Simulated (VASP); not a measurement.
# AlN (P6_3/mmc) in VASP: a series of runs

Runs on AlN. Level: PBEsol. Tasks: single point.

Everything below comes from runs of VASP 6.6.1. Logs are shortened: lines on timing, memory, paths and dates and some standing lists are left out, and cuts for length are marked.

## (1) The cell of the first run

It takes space group P6_3/mmc (No. 194, hexagonal). Conventional cell: a = 3.209 Å, b = 3.209 Å, c = 3.962 Å, α = 90.00°, β = 90.00°, γ = 120.00°. Al (site symmetry -6m2) has 5 N at 1.85 to 1.98 Å within 2.5 Å. N (site symmetry -6m2) has 5 Al at 1.85 to 1.98 Å within 2.5 Å.

## (2) Single point, PBEsol (volume 8.835 Å^3 an atom, c/a of the conventional cell 1.2344)

Contents of INCAR:

```
SYSTEM = AlN
ALGO     = Normal         ! electronic algorithm
EDIFF    = 1E-6           ! SCF threshold, eV
ENCUT    = 520            ! plane-wave cutoff, eV
GGA      = PS             ! functional
ISIF     = 2              ! what is computed and relaxed
ISMEAR   = 0              ! smearing method
LASPH    = .TRUE.         ! aspherical terms in the spheres
LCHARG   = .FALSE.        ! write CHGCAR
LREAL    = .FALSE.        ! projectors in reciprocal space
LWAVE    = .FALSE.        ! write WAVECAR
NBANDS   = 16             ! bands
NELM     = 100            ! most SCF steps
PREC     = Accurate       ! precision mode
SIGMA    = 0.05           ! smearing width, eV
```

Contents of KPOINTS:

```
k-points
0
G
  9 9 6
  0 0 0
```

Contents of POSCAR:

```
AlN
1.0
    3.2094208288      0.0000000000      0.0000000000
   -1.6047104144      2.7794399691      0.0000000000
    0.0000000000      0.0000000000      3.9617090710
Al N
2 2
Direct
    0.3333333333      0.6666666667      0.7500000000
    0.6666666667      0.3333333333      0.2500000000
    0.3333333333      0.6666666667      0.2500000000
    0.6666666667      0.3333333333      0.7500000000
```

Potentials or basis: VASP PAW PBE potentials, release 64 (Al, N).

Started as:

```bash
> cat potpaw_PBE.64/Al/POTCAR potpaw_PBE.64/N/POTCAR > POTCAR
> mpirun -np 1 vasp_std > vasp.out
```

OUTCAR:

```text
SYSTEM = AlN
   EDIFF = 1E-6
   ENCUT = 520
   GGA = PS
   ISIF = 2
   ISMEAR = 0
   LASPH = .TRUE.
   LREAL = .FALSE.
   NELM = 100
   PREC = Accurate

 ion  position               nearest neighbor table
   1  0.333  0.667  0.750-   4 1.85   4 1.85   4 1.85   3 1.98   3 1.98   2 2.71   2 2.71   2 2.71
                             2 2.71   2 2.71   2 2.71
   2  0.667  0.333  0.250-   3 1.85   3 1.85   3 1.85   4 1.98   4 1.98   1 2.71   1 2.71   1 2.71
                             1 2.71   1 2.71   1 2.71
   3  0.333  0.667  0.250-   2 1.85   2 1.85   2 1.85   1 1.98   1 1.98
   4  0.667  0.333  0.750-   1 1.85   1 1.85   1 1.85   2 1.98   2 1.98

  LATTYP: Found a hexagonal cell.
 ALAT       =     3.2094208288
 C/A-ratio  =     1.2344000000

  Lattice vectors:

 A1 = (   3.2094208288,   0.0000000000,   0.0000000000)
 A2 = (  -1.6047104144,   2.7794399691,   0.0000000000)
 A3 = (   0.0000000000,   0.0000000000,   3.9617090710)

Analysis of symmetry for initial positions (statically):
=====================================================================
 Subroutine PRICEL returns:
 Original cell was already a primitive cell.

 Routine SETGRP: Setting up the symmetry group for a
 hexagonal supercell.

 Subroutine GETGRP returns: Found 24 space group operations
 (whereof 12 operations were pure point group operations)
 out of a pool of 24 trial point group operations.

The static configuration has the point symmetry D_3d.
 The point group associated with its full space group is D_6h.

Analysis of symmetry for dynamics (positions and initial velocities):
=====================================================================
 Subroutine PRICEL returns:
 Original cell was already a primitive cell.

 Routine SETGRP: Setting up the symmetry group for a
 hexagonal supercell.

 Subroutine GETGRP returns: Found 24 space group operations
 (whereof 12 operations were pure point group operations)
 out of a pool of 24 trial point group operations.

The dynamic configuration has the point symmetry D_3d.
 The point group associated with its full space group is D_6h.

 Subroutine INISYM returns: Found 24 space group operations
 (whereof 12 operations are pure point group operations),
 and found     1 'primitive' translations

----------------------------------------------------------------------------------------

                                     Primitive cell

  volume of cell :      35.3400

[... 90 lines left out ...]
   ENCUT  =  520.0 eV  38.22 Ry    6.18 a.u.   5.97  5.97  7.37*2*pi/ulx,y,z
   NELM   =    100;   NELMIN=  2; NELMDL= -5     # of ELM steps
   EDIFF  = 0.1E-05   stopping-criterion for ELM
   LREAL  =      F    real-space projection
   EDIFFG = 0.1E-04   stopping-criterion for IOM
   NSW    =      0    number of steps for IOM
   IBRION =     -1    ionic relax: 0-MD 1-quasi-New 2-CG
   NFREE  =      0    steps in history (QN), initial steepest desc. (CG)
   ISIF   =      2    stress and relaxation
   ISYM   =      2    0-nonsym 1-usesym 2-fastsym
   POTIM  = 0.5000    time-step for ionic-motion
   TEBEG  =    0.0;   TEEND  =   0.0 temperature during run
   PSTRESS=    0.0 pullay stress
   NELECT =      16.0000    total number of electrons
   NUPDOWN=      -1.0000    fix difference up-down
   EMIN   =  10.00;   EMAX   =-10.00  energy-range for DOS
   EFERMI =   0.00;   METHOD = LEGACY
   ISMEAR =     0;   SIGMA  =   0.05  broadening in eV -4-tet -1-fermi 0-gaus
   EFERMI_NEDOS =   21; number of points for ismear=-14 and -15
   IALGO  =     38    algorithm
   IMIX   =      4    mixing-type and parameters
     AMIX     =   0.40;   BMIX     =  1.00
     AMIX_MAG =   1.60;   BMIX_MAG =  1.00
  volume/ion in A,a.u.               =       8.83        59.62
  Fermi-wavevector in a.u.,A,eV,Ry     =   1.257070  2.375517 21.500251  1.580224
  Thomas-Fermi vector in A             =   2.390747
   LORBIT       =      0    0 simple, 1 ext, 2 COOP (PROOUT), +10 PAW based schemes
   GGA     = PS    functional components
   LHFCALC =     F    Hartree Fock is set to
   AEXX    =    0.0000 exact exchange contribution
   IVDW    =     0    specifies the selected vdW correction
   LEPSILON=     F    determine dielectric tensor
   LRPA    =     F    only Hartree local field effects (RPA)
 non-spin polarized calculation
 Gauss-broadening in eV      SIGMA  =   0.05
  energy-cutoff  :      520.00
  volume of cell :       35.34
 maximum number of plane-waves:       972
 NGX is ok and might be reduce to    24
   NGX = 11   NGY = 11   NGZ = 15

 number of electron      16.0000003 magnetization

 Free energy of the ion-electron system (eV)
  ---------------------------------------------------
  ext. energy  EPLUGINS =         0.00000000
  ---------------------------------------------------
  free energy    TOTEN  =       -30.66158020 eV

  energy without entropy =      -30.66158020  energy(sigma->0) =      -30.66158020

 E-fermi :   9.4040     XC(G=0): -11.8853

 val. band max:        9.1639382746   @ k =   0.0000   0.0000   0.0000
 cond. band min:      13.2481048299   @ k =   0.0000   0.0000   0.0000
 fundamental gap:      4.0841665553
 Fermi energy:         9.4039879511

 k-point     1 :       0.0000    0.0000    0.0000
  band No.  band energies     occupation
      1      -8.4975      2.00000
      2      -4.0722      2.00000
      3       1.6382      2.00000
      4       5.5274      2.00000
      5       5.5274      2.00000
      6       7.4376      2.00000
[... 433 lines left out ...]
      3       1.9054      2.00000
      4       3.2589      2.00000
      5       3.2589      2.00000
      6       6.0328      2.00000
[... 8 lines left out ...]
     15      21.2656      0.00000
     16      23.6112      0.00000

 [... further k-points ...]
[... 5 lines left out ...]
  --------------------------------------------------------------------------------------
  -------------------------------------------------------------------------------------
  Total        5.6550140      5.6550140      6.0117214      0.0000000     -0.0000000      0.0000000
  in kB      256.3762105    256.3762105    272.5479289      0.0000000     -0.0000000      0.0000000
  external PRESSURE =     261.7667833 kB  Pullay stress =       0.0000000 kB

 VOLUME and BASIS-vectors are now :
 -----------------------------------------------------------------------------
  energy-cutoff  :      520.00
  volume of cell :       35.34
      direct lattice vectors                 reciprocal lattice vectors
     3.209420829  0.000000000  0.000000000     0.311582698  0.179892354  0.000000000
    -1.604710414  2.779439969  0.000000000     0.000000000  0.359784709  0.000000000
     0.000000000  0.000000000  3.961709071     0.000000000  0.000000000  0.252416314

 POSITION                                       TOTAL-FORCE (eV/Angst)
 -----------------------------------------------------------------------------------
     -0.00000      1.85296      2.97128         0.000000      0.000000      0.000000
      1.60471      0.92648      0.99043        -0.000000      0.000000      0.000000
     -0.00000      1.85296      0.99043        -0.000000     -0.000000      0.000000
      1.60471      0.92648      2.97128         0.000000     -0.000000      0.000000
 -----------------------------------------------------------------------------------
    total drift:                               -0.000000      0.000000      0.000000

  FREE ENERGIE OF THE ION-ELECTRON SYSTEM (eV)
  ---------------------------------------------------
  free  energy   TOTEN  =       -30.6615802007 eV

  energy  without entropy=      -30.6615802007  energy(sigma->0) =      -30.66158020
```

stdout:

```text
POSCAR found type information on POSCAR AlN
 POSCAR found :  2 types and       4 ions
 scaLAPACK will be used
 -----------------------------------------------------------------------------
|                                                                             |
|                                                                             |
|     You enforced a specific xc type in the INCAR file but a different       |
|     I HOPE YOU KNOW WHAT YOU ARE DOING!                                     |
|                                                                             |
 -----------------------------------------------------------------------------

 LDA part: xc-table for (Slater+PW92), standard interpolation
 POSCAR, INCAR and KPOINTS ok, starting setup
 FFT: planning ... GRIDC
 FFT: planning ... GRID_SOFT
 FFT: planning ... GRID
 WAVECAR not read
 entering main loop
```

Run time: 13 s. Hardware: 1 thread of AMD EPYC 9R45 (Zen 5), shared host; peak memory 0.12 GiB.

What came out:

| Quantity | Value |
| --- | --- |
| Free energy | -30.6616 eV |
| Pressure | 26.2 GPa |
| Band gap on the k mesh | 4.08 eV, direct |

Stress tensor (GPa, compression positive):
```
25.64  0.00  0.00
 0.00 25.64  0.00
 0.00  0.00 27.25
```

Caveat: the PAW data sets were made with another functional, which shifts forces and pressure a little. A k mesh can miss the band edges.

## (3) Single point, PBEsol (volume 9.304 Å^3 an atom, c/a of the conventional cell 1.2344)

Contents of INCAR:

```
SYSTEM = AlN
  ALGO = Normal
  EDIFF = 1E-7
  ENCUT = 520
  GGA = PS
  ISIF = 2
  ISMEAR = 0
  LASPH = .True.
  LCHARG = .False.
  LREAL = .False.
  LWAVE = .False.
  NBANDS = 16
  NELM = 80
  PREC = Accurate
  SIGMA = 0.05
```

Contents of KPOINTS:

```
k-points
0
Gamma
  9 9 6
  0 0 0
```

Contents of POSCAR:

```
AlN
1.0
    3.2652345468      0.0000000000      0.0000000000
   -1.6326172734      2.8277760668      0.0000000000
    0.0000000000      0.0000000000      4.0306055245
Al N
2 2
Direct
    0.3333333333      0.6666666667      0.7500000000
    0.6666666667      0.3333333333      0.2500000000
    0.3333333333      0.6666666667      0.2500000000
    0.6666666667      0.3333333333      0.7500000000
```

Potentials or basis: VASP PAW PBE potentials, release 64 (Al, N).

Started as:

```bash
> cat potpaw_PBE.64/Al/POTCAR potpaw_PBE.64/N/POTCAR > POTCAR
> mpirun -np 1 vasp_std > vasp.out
```

OUTCAR:

```text
SYSTEM = AlN
   EDIFF = 1E-7
   ENCUT = 520
   GGA = PS
   ISIF = 2
   ISMEAR = 0
   LASPH = .True.
   LREAL = .False.
   NELM = 80
   PREC = Accurate

 ion  position               nearest neighbor table
   1  0.333  0.667  0.750-   4 1.89   4 1.89   4 1.89   3 2.02   3 2.02   2 2.76   2 2.76   2 2.76
                             2 2.76   2 2.76   2 2.76
   2  0.667  0.333  0.250-   3 1.89   3 1.89   3 1.89   4 2.02   4 2.02   1 2.76   1 2.76   1 2.76
                             1 2.76   1 2.76   1 2.76
   3  0.333  0.667  0.250-   2 1.89   2 1.89   2 1.89   1 2.02   1 2.02
   4  0.667  0.333  0.750-   1 1.89   1 1.89   1 1.89   2 2.02   2 2.02

  LATTYP: Found a hexagonal cell.
 ALAT       =     3.2652345468
 C/A-ratio  =     1.2344000000

  Lattice vectors:

 A1 = (   3.2652345468,   0.0000000000,   0.0000000000)
 A2 = (  -1.6326172734,   2.8277760668,   0.0000000000)
 A3 = (   0.0000000000,   0.0000000000,   4.0306055245)

Analysis of symmetry for initial positions (statically):
=====================================================================
 Subroutine PRICEL returns:
 Original cell was already a primitive cell.

 Routine SETGRP: Setting up the symmetry group for a
 hexagonal supercell.

 Subroutine GETGRP returns: Found 24 space group operations
 (whereof 12 operations were pure point group operations)
 out of a pool of 24 trial point group operations.

The static configuration has the point symmetry D_3d.
 The point group associated with its full space group is D_6h.

Analysis of symmetry for dynamics (positions and initial velocities):
=====================================================================
 Subroutine PRICEL returns:
 Original cell was already a primitive cell.

 Routine SETGRP: Setting up the symmetry group for a
 hexagonal supercell.

[... 122 lines left out ...]
   EMIN   =  10.00;   EMAX   =-10.00  energy-range for DOS
   EFERMI =   0.00;   METHOD = LEGACY
   ISMEAR =     0;   SIGMA  =   0.05  broadening in eV -4-tet -1-fermi 0-gaus
   EFERMI_NEDOS =   21; number of points for ismear=-14 and -15
   IALGO  =     38    algorithm
   IMIX   =      4    mixing-type and parameters
     AMIX     =   0.40;   BMIX     =  1.00
     AMIX_MAG =   1.60;   BMIX_MAG =  1.00
  volume/ion in A,a.u.               =       9.30        62.79
  Fermi-wavevector in a.u.,A,eV,Ry     =   1.235582  2.334912 20.771512  1.526663
  Thomas-Fermi vector in A             =   2.370226
   LORBIT       =      0    0 simple, 1 ext, 2 COOP (PROOUT), +10 PAW based schemes
   GGA     = PS    functional components
   LHFCALC =     F    Hartree Fock is set to
   AEXX    =    0.0000 exact exchange contribution
   IVDW    =     0    specifies the selected vdW correction
   LEPSILON=     F    determine dielectric tensor
   LRPA    =     F    only Hartree local field effects (RPA)
 non-spin polarized calculation
 Gauss-broadening in eV      SIGMA  =   0.05
  energy-cutoff  :      520.00
  volume of cell :       37.22
 maximum number of plane-waves:      1032
   NGX = 13   NGY = 13   NGZ = 15

 number of electron      16.0000000 magnetization

 Free energy of the ion-electron system (eV)
  ---------------------------------------------------
  ext. energy  EPLUGINS =         0.00000000
  ---------------------------------------------------
  free energy    TOTEN  =       -30.87887225 eV

  energy without entropy =      -30.87887225  energy(sigma->0) =      -30.87887225

 E-fermi :   8.7551     XC(G=0): -11.6484

 val. band max:        8.5301950809   @ k =   0.0000   0.0000   0.0000
 cond. band min:      12.2558896439   @ k =   0.0000   0.0000   0.0000
 fundamental gap:      3.7256945630
 Fermi energy:         8.7551182315

 k-point     1 :       0.0000    0.0000    0.0000
  band No.  band energies     occupation
      1      -8.6902      2.00000
      2      -4.5455      2.00000
      3       1.3392      2.00000
      4       5.0622      2.00000
      5       5.0622      2.00000
      6       6.9209      2.00000
[... 433 lines left out ...]
      3       1.6157      2.00000
      4       2.8163      2.00000
      5       2.8163      2.00000
      6       5.5538      2.00000
[... 8 lines left out ...]
     15      20.1247      0.00000
     16      22.3908      0.00000

 [... further k-points ...]
[... 5 lines left out ...]
  --------------------------------------------------------------------------------------
  -------------------------------------------------------------------------------------
  Total        2.4321625      2.4321625      3.0288841      0.0000000      0.0000000      0.0000000
  in kB      104.7064609    104.7064609    130.3957833      0.0000000      0.0000000      0.0000000
  external PRESSURE =     113.2695684 kB  Pullay stress =       0.0000000 kB

 VOLUME and BASIS-vectors are now :
 -----------------------------------------------------------------------------
  energy-cutoff  :      520.00
  volume of cell :       37.22
      direct lattice vectors                 reciprocal lattice vectors
     3.265234547  0.000000000  0.000000000     0.306256713  0.176817396  0.000000000
    -1.632617273  2.827776067  0.000000000     0.000000000  0.353634792  0.000000000
     0.000000000  0.000000000  4.030605525     0.000000000  0.000000000  0.248101679

 POSITION                                       TOTAL-FORCE (eV/Angst)
 -----------------------------------------------------------------------------------
     -0.00000      1.88518      3.02295         0.000000      0.000000      0.000000
      1.63262      0.94259      1.00765        -0.000000      0.000000      0.000000
     -0.00000      1.88518      1.00765         0.000000     -0.000000      0.000000
      1.63262      0.94259      3.02295        -0.000000      0.000000      0.000000
 -----------------------------------------------------------------------------------
    total drift:                               -0.000000      0.000000     -0.000000

  FREE ENERGIE OF THE ION-ELECTRON SYSTEM (eV)
  ---------------------------------------------------
  free  energy   TOTEN  =       -30.8788722510 eV

  energy  without entropy=      -30.8788722510  energy(sigma->0) =      -30.87887225
```

Wall time 14 s (1 thread of AMD EPYC 9R45 (Zen 5), shared host); peak memory 0.12 GiB.

Results:

| Property | Result |
| --- | --- |
| Free energy | -30.8789 eV |
| Pressure | 11.3 GPa |
| Band gap on the k mesh | 3.73 eV, direct |

Caveat: the PAW data sets were made with another functional, which shifts forces and pressure a little. A k mesh can miss the band edges.

## (4) Single point, PBEsol (volume 9.539 Å^3 an atom, c/a of the conventional cell 1.2344)

Changes to INCAR since step 3:

```diff
@@ -2,3 +2,3 @@
   ALGO = Normal
-  EDIFF = 1E-7
+  EDIFF = 1E-6
   ENCUT = 520
@@ -12,3 +12,3 @@
   NBANDS = 16
-  NELM = 80
+  NELM = 100
   PREC = Accurate
```

KPOINTS is that of step 3.

Contents of POSCAR:

```
AlN
1.0
    3.2924973326      0.0000000000      0.0000000000
   -1.6462486663      2.8513863319      0.0000000000
    0.0000000000      0.0000000000      4.0642587073
Al N
2 2
Direct
    0.3333333333      0.6666666667      0.7500000000
    0.6666666667      0.3333333333      0.2500000000
    0.3333333333      0.6666666667      0.2500000000
    0.6666666667      0.3333333333      0.7500000000
```

Started as:

```bash
> cat potpaw_PBE.64/Al/POTCAR potpaw_PBE.64/N/POTCAR > POTCAR
> mpirun -np 1 vasp_std > vasp.out
```

It took 14 s on 1 thread of AMD EPYC 9R45 (Zen 5), shared host; peak memory 0.12 GiB.

Results (log left out):

```yaml
Free_energy: -30.9274 eV
Pressure: 5.1 GPa
Band_gap_on_the_k_mesh: 3.55 eV, direct
```

Stress tensor (GPa, compression positive):
```
4.15 0.00 0.00
0.00 4.15 0.00
0.00 0.00 7.12
```

Levels at points of the mesh, in eV from the valence-band top:
```tsv
k point	band 4	band 5	band 6	band 7	band 8	band 9	band 10	band 11	band 12	band 13
(0.00, 0.00, 0.00)	-3.39	-3.39	-1.56	-1.56	0.00	3.55	4.68	8.32	8.32	11.61
(0.00, 0.00, 0.50)	-3.73	-2.52	-2.52	-2.52	-2.52	5.89	5.89	8.44	8.44	8.44
```

Caveat: the PAW data sets were made with another functional, which shifts forces and pressure a little. A k mesh can miss the band edges.

## (5) Overview

```csv
cell,gap on the mesh (eV),pressure (GPa)
"a = 3.209, b = 3.209, c = 3.962 Å, angles 90.0, 90.0, 120.0°, 4 atoms",4.08,26.2
"a = 3.265, b = 3.265, c = 4.031 Å, angles 90.0, 90.0, 120.0°, 4 atoms",3.73,11.3
"a = 3.292, b = 3.292, c = 4.064 Å, angles 90.0, 90.0, 120.0°, 4 atoms",3.55,5.1
```

Alike in all rows: task single point; level PBEsol; potentials or basis VASP PAW PBE potentials, release 64 (Al, N); no spin polarisation; k mesh 9 × 9 × 6; cutoff (eV) 520; smearing gaussian 0.05 eV.

Caveats: the PAW data sets were made with another functional, which shifts forces and pressure a little.

Total energies depend on the potentials used, so only differences within one code and one set of settings carry meaning.
